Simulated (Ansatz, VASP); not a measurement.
# One calculation of MgS, two programs

```
S Mg
1.0
     4.00664    0.00000    0.00000
     2.00332    3.46985    0.00000
     2.00332    1.15662    3.27141
S Mg
1 1
Cartesian
  2.0033 1.1566 0.8179
  0.0000 0.0000 0.0000
```

Alike in both runs: task single point; functional PBE; k mesh 8 × 8 × 8; occupations gaussian, width 0.02 eV; no spin polarisation.

|  | VASP | Ansatz |
| --- | --- | --- |
| version | VASP 6.6.1 | Ansatz 0.2.0 |
| potentials or method | VASP PAW PBE potentials, release 64 (S, Mg), cutoff 600 eV | all-electron LAPW, scalar-relativistic |

VASP gave:

```
gap on the k mesh at the Fermi level (eV) : 3.45
least direct gap on the mesh (eV)         : 3.45
pressure (GPa)                            : 0.8
```

Problem. What did Ansatz give for the same quantities?

Solution. gap on the k mesh at the Fermi level (eV): 3.45; least direct gap on the mesh (eV): 3.45; pressure (GPa): 0.9.

Ansatz ran all-electron here, and VASP with PAW potentials.
